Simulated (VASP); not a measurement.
# Al in VASP: a series of runs, part 2 of 2

VASP 6.6.1. Earlier steps stand in the parts before.

**3. Single point, LDA**

File INCAR:

```
SYSTEM = Al
ALGO = Fast ; DIPOL = 0.5 0.5 0.502
EDIFF = 1E-7 ; ENCUT = 520
GGA = CA ; IDIPOL = 3
ISIF = 2 ; ISMEAR = 0
LASPH = .TRUE. ; LCHARG = .FALSE.
LDIPOL = .TRUE. ; LREAL = .FALSE.
LWAVE = .FALSE. ; NBANDS = 12
NELM = 100 ; PREC = Accurate
SIGMA = 0.1
```

File KPOINTS:

```
Automatic mesh
0
Gamma
  10 10 1
  0.5 0.5 0
```

File POSCAR:

```
Al
1.0
    2.8171865510      0.0000000000      0.0000000000
    0.0000000000      2.8171865510      0.0000000000
    0.0000000000      0.0000000000     17.9841034282
Al
3
Direct
    0.5000000000      0.5000000000      0.3892326369
    0.0000000000      0.0000000000      0.5023234914
    0.5000000000      0.5000000000      0.6154221217
```

Potentials or basis: VASP PAW LDA potentials, release 64 (Al).

Launch:

```bash
$ cat potpaw_LDA.64/Al/POTCAR > POTCAR
$ mpirun -np 1 vasp_std > vasp.out
```

OUTCAR:

```text
SYSTEM = Al
   EDIFF = 1E-7
   ENCUT = 520
   GGA = CA
   ISIF = 2
   ISMEAR = 0
   LASPH = .TRUE.
   LREAL = .FALSE.
   NELM = 100
   PREC = Accurate

 ion  position               nearest neighbor table
   1  0.500  0.500  0.389-   2 2.85   2 2.85   2 2.85   2 2.85
   2  0.000  0.000  0.502-   1 2.85   1 2.85   1 2.85   1 2.85   3 2.85   3 2.85   3 2.85   3 2.85

   3  0.500  0.500  0.615-   2 2.85   2 2.85   2 2.85   2 2.85

  LATTYP: Found a simple tetragonal cell.
 ALAT       =     2.8171865510
 C/A-ratio  =     6.3837105221

  Lattice vectors:

 A1 = (   2.8171865510,   0.0000000000,   0.0000000000)
 A2 = (   0.0000000000,   2.8171865510,   0.0000000000)
 A3 = (   0.0000000000,   0.0000000000,  17.9841034282)

Analysis of symmetry for initial positions (statically):
=====================================================================
 Subroutine PRICEL returns:
 Original cell was already a primitive cell.

 Routine SETGRP: Setting up the symmetry group for a
 simple tetragonal supercell.

 Subroutine GETGRP returns: Found 16 space group operations
 (whereof  8 operations were pure point group operations)
 out of a pool of 16 trial point group operations.

The static configuration has the point symmetry C_4v.
 The point group associated with its full space group is D_4h.

Analysis of symmetry for dynamics (positions and initial velocities):
=====================================================================
 Subroutine PRICEL returns:
 Original cell was already a primitive cell.

 Routine SETGRP: Setting up the symmetry group for a
 simple tetragonal supercell.

 Subroutine GETGRP returns: Found 16 space group operations
 (whereof  8 operations were pure point group operations)
 out of a pool of 16 trial point group operations.

The dynamic configuration has the point symmetry C_4v.
 The point group associated with its full space group is D_4h.

 Subroutine INISYM returns: Found 16 space group operations
 (whereof  8 operations are pure point group operations),
 and found     1 'primitive' translations

----------------------------------------------------------------------------------------

                                     Primitive cell

  volume of cell :     142.7316

  direct lattice vectors                    reciprocal lattice vectors
     2.817186551  0.000000000  0.000000000     0.354964069  0.000000000  0.000000000
     0.000000000  2.817186551  0.000000000     0.000000000  0.354964069  0.000000000
     0.000000000  0.000000000 17.984103428     0.000000000  0.000000000  0.055604662

  length of vectors
     2.817186551  2.817186551 17.984103428     0.354964069  0.354964069  0.055604662

  position of ions in fractional coordinates (direct lattice)
     0.500000000  0.500000000  0.389232637
     0.000000000  0.000000000  0.502323491
     0.500000000  0.500000000  0.615422122

  ion indices of the primitive-cell ions
   primitive index   ion index
                 1           1
                 2           2
                 3           3

----------------------------------------------------------------------------------------

 KPOINTS: Automatic mesh

Automatic generation of k-mesh.
 Grid dimensions read from file:
 generate k-points for:   10   10    1

 Generating k-lattice:

  Cartesian coordinates                     Fractional coordinates (reciprocal lattice)
     0.035496407  0.000000000  0.000000000     0.100000000  0.000000000  0.000000000
[... 44 lines left out ...]
   LNONCOLLINEAR =      F non collinear calculations
   LSORBIT =      F    spin-orbit coupling
   LASPH  =      T    aspherical Exc in radial PAW
   ENCUT  =  520.0 eV  38.22 Ry    6.18 a.u.   5.24  5.24 33.44*2*pi/ulx,y,z
   NELM   =    100;   NELMIN=  2; NELMDL= -5     # of ELM steps
   EDIFF  = 0.1E-06   stopping-criterion for ELM
   LREAL  =      F    real-space projection
   EDIFFG = 0.1E-05   stopping-criterion for IOM
   NSW    =      0    number of steps for IOM
   IBRION =     -1    ionic relax: 0-MD 1-quasi-New 2-CG
   NFREE  =      0    steps in history (QN), initial steepest desc. (CG)
   ISIF   =      2    stress and relaxation
   ISYM   =      2    0-nonsym 1-usesym 2-fastsym
   POTIM  = 0.5000    time-step for ionic-motion
   TEBEG  =    0.0;   TEEND  =   0.0 temperature during run
   PSTRESS=    0.0 pullay stress
   NELECT =       9.0000    total number of electrons
   NUPDOWN=      -1.0000    fix difference up-down
   EMIN   =  10.00;   EMAX   =-10.00  energy-range for DOS
   EFERMI =   0.00;   METHOD = LEGACY
   ISMEAR =     0;   SIGMA  =   0.10  broadening in eV -4-tet -1-fermi 0-gaus
   EFERMI_NEDOS =   21; number of points for ismear=-14 and -15
   IALGO  =     68    algorithm
   IMIX   =      4    mixing-type and parameters
     AMIX     =   0.40;   BMIX     =  1.00
     AMIX_MAG =   1.60;   BMIX_MAG =  1.00
  volume/ion in A,a.u.               =      47.58       321.07
  Fermi-wavevector in a.u.,A,eV,Ry     =   0.651602  1.231349  5.776830  0.424585
  Thomas-Fermi vector in A             =   1.721254
   LORBIT       =      0    0 simple, 1 ext, 2 COOP (PROOUT), +10 PAW based schemes
   GGA     = CA    functional components
   LHFCALC =     F    Hartree Fock is set to
   AEXX    =    0.0000 exact exchange contribution
   IVDW    =     0    specifies the selected vdW correction
   LEPSILON=     F    determine dielectric tensor
   LRPA    =     F    only Hartree local field effects (RPA)
 non-spin polarized calculation
 RMM-DIIS sequential band-by-band and
 Gauss-broadening in eV      SIGMA  =   0.10
  energy-cutoff  :      520.00
  volume of cell :      142.73
 maximum number of plane-waves:      3877
 NGX is ok and might be reduce to    24
   NGX = 11   NGY = 11   NGZ = 67

 dipolmoment           0.000000      0.000000      0.000030 electrons x Angstroem

 number of electron       9.0000000 magnetization

 dipolmoment           0.000000      0.000000     -0.000424 electrons x Angstroem

 Free energy of the ion-electron system (eV)
  ---------------------------------------------------
  ext. energy  EPLUGINS =         0.00000000
  ---------------------------------------------------
  free energy    TOTEN  =       -11.45073391 eV

  energy without entropy =      -11.44404299  energy(sigma->0) =      -11.44738845

 E-fermi :  -0.2502     XC(G=0):  -4.6626

 val. band max:       -0.2752563100   @ k =   0.2500   0.1500   0.0000
 cond. band min:      -0.1710443466   @ k =   0.2500   0.2500   0.0000
 fundamental gap:      0.1042119634
 Fermi energy:        -0.2501927869

 k-point     1 :       0.0500    0.0500    0.0000
  band No.  band energies     occupation
      1     -10.5369      2.00000
      2      -8.3250      2.00000
      3      -4.9896      2.00000
      4      -1.9880      2.00000
      5       1.8188      0.00000
      6       3.8057      0.00000
      7       4.3581      0.00000
      8       4.5933      0.00000
      9       5.8037      0.00000
     10       6.2777      0.00000
     11       6.4031      0.00000
     12       6.6073      0.00000
[... 196 lines left out ...]
 k-point    15 :       0.4500    0.4500    0.0000
  band No.  band energies     occupation
      1      -3.3948      2.00000
      2      -2.2070      2.00000
      3      -1.2828      2.00000
      4      -0.7645      2.00000
      5      -0.1614      0.20915
      6       0.4464      0.00000
      7       1.4267      0.00000
      8       1.8832      0.00000
      9       2.5329      0.00000
     10       2.9634      0.00000
     11       4.3531      0.00000
     12       4.7646      0.00000

------------------------ aborting loop because EDIFF is reached ----------------------------------------

 vacuum level on the upper side and lower side of the slab       (xc-potential included)        -0.133        -0.123

  FORCE on cell =-STRESS in cart. coord.  units (eV):
  Direction    XX          YY          ZZ          XY          YZ          ZX
  --------------------------------------------------------------------------------------
  -------------------------------------------------------------------------------------
  Total       -1.7254313     -1.7254313      0.0191181      0.0000000      0.0000000      0.0000000
  in kB      -19.3681554    -19.3681554      0.2146033      0.0000000      0.0000000      0.0000000
  external PRESSURE =     -12.8405692 kB  Pullay stress =       0.0000000 kB

 VOLUME and BASIS-vectors are now :
 -----------------------------------------------------------------------------
  energy-cutoff  :      520.00
  volume of cell :      142.73
      direct lattice vectors                 reciprocal lattice vectors
     2.817186551  0.000000000  0.000000000     0.354964069  0.000000000  0.000000000
     0.000000000  2.817186551  0.000000000     0.000000000  0.354964069  0.000000000
     0.000000000  0.000000000 17.984103428     0.000000000  0.000000000  0.055604662

 POSITION                                       TOTAL-FORCE (eV/Angst)
 -----------------------------------------------------------------------------------
      1.40859      1.40859      7.00000        -0.000000     -0.000000     -0.005175
      0.00000      0.00000      9.03384         0.000000      0.000000      0.000000
      1.40859      1.40859     11.06782         0.000000      0.000000      0.005175
 -----------------------------------------------------------------------------------
    total drift:                                0.000000      0.000000     -0.011656

  FREE ENERGIE OF THE ION-ELECTRON SYSTEM (eV)
  ---------------------------------------------------
  free  energy   TOTEN  =       -11.4507339061 eV

  energy  without entropy=      -11.4440429930  energy(sigma->0) =      -11.44738845

 vacuum level on the upper side and lower side of the slab         4.188         4.198
```

OSZICAR:

```text
N       E                     dE             d eps       ncg     rms          rms(c)
DAV:   1     0.158925762385E+02    0.15893E+02   -0.29097E+03   360   0.497E+02
DAV:   2    -0.110822415532E+02   -0.26975E+02   -0.25704E+02   572   0.848E+01
DAV:   3    -0.120046382839E+02   -0.92240E+00   -0.90925E+00   480   0.137E+01
[... 12 lines left out ...]
RMM:  16    -0.114507095090E+02   -0.81845E-04   -0.10937E-05   487   0.124E-02    0.338E-03
RMM:  17    -0.114507192957E+02   -0.97866E-05   -0.25670E-06   458   0.715E-03    0.407E-03
RMM:  18    -0.114507310793E+02   -0.11784E-04   -0.95028E-07   412   0.357E-03    0.246E-03
RMM:  19    -0.114507338841E+02   -0.28049E-05   -0.38592E-07   403   0.246E-03    0.103E-03
RMM:  20    -0.114507339061E+02   -0.21977E-07   -0.57759E-08   357   0.137E-03
   1 F= -.11450734E+02 E0= -.11447388E+02  d E =-.669091E-02
```

stdout:

```text
POSCAR found type information on POSCAR Al
 POSCAR found :  1 types and       3 ions
 scaLAPACK will be used
 LDA part: xc-table for (Slater(with rela. corr.)+CA(PZ))
 , standard interpolation
 POSCAR, INCAR and KPOINTS ok, starting setup
 FFT: planning ... GRIDC
 FFT: planning ... GRID_SOFT
 FFT: planning ... GRID
 WAVECAR not read
 entering main loop
```

Run time: 22 s. Hardware: 1 thread of Intel Xeon Platinum 8488C (Sapphire Rapids), shared host; peak memory 0.2 GiB.

What came out:

| Property | Result |
| --- | --- |
| Free energy | -11.4507 eV |
| Largest force | 0.005 eV/Å |

Forces in eV/Å, atoms in the order of the input:
```
Al   0.000  0.000 -0.005
Al   0.000  0.000  0.000
Al   0.000  0.000  0.005
```

Levels at points of the mesh, in eV from the Fermi level:
```
           k point  band 2  band 3  band 4  band 5  band 6  band 7
(0.05, 0.05, 0.00)   -8.07   -4.74   -1.74    2.07    4.06    4.61
```

**4. Single point, LDA**

File INCAR:

```
  ALGO = Normal
  DIPOL = 0.5 0.5 0.503
  EDIFF = 1E-6
  ENCUT = 520
  IDIPOL = 3
  ISIF = 2
  ISMEAR = 0
  LASPH = True
  LCHARG = False
  LDIPOL = True
  LREAL = False
  LWAVE = False
  NBANDS = 12
  NELM = 100
  PREC = Accurate
  SIGMA = 0.1
```

File KPOINTS:

```
k-points
0
Gamma
  10 10 1
```

File POSCAR:

```
Al
1.0
    2.8171865510      0.0000000000      0.0000000000
    0.0000000000      2.8171865510      0.0000000000
    0.0000000000      0.0000000000     17.9841034281
Al
3
Direct
    0.5000000000      0.5000000000      0.3892326369
    0.0000000000      0.0000000000      0.5033091225
    0.5000000000      0.5000000000      0.6174296647
```

Launch:

```bash
$ cat potpaw_LDA.64/Al/POTCAR > POTCAR
$ mpirun -np 1 vasp_std > vasp.out
```

It took 94 s on 1 thread of AMD EPYC 7R13, shared host; peak memory 0.18 GiB.

It converged, with:

* Free energy: -11.5216 eV
* Largest force: 0.010 eV/Å

Forces in eV/Å, atoms in the order of the input:
```
Al   0.000  0.000  0.008
Al   0.000  0.000  0.002
Al   0.000  0.000 -0.010
```

Levels at points of the mesh, in eV from the Fermi level:
```tsv
k point	band 2	band 3	band 4	band 5	band 6	band 7
(0.00, 0.00, 0.00)	-8.14	-4.84	-1.82	1.97	4.01	4.59
(0.50, 0.00, 0.00)	-5.70	-3.70	-3.57	-0.74	0.02	2.04
(0.50, 0.50, 0.00)	-1.98	-0.71	-0.33	0.03	0.03	1.58
```
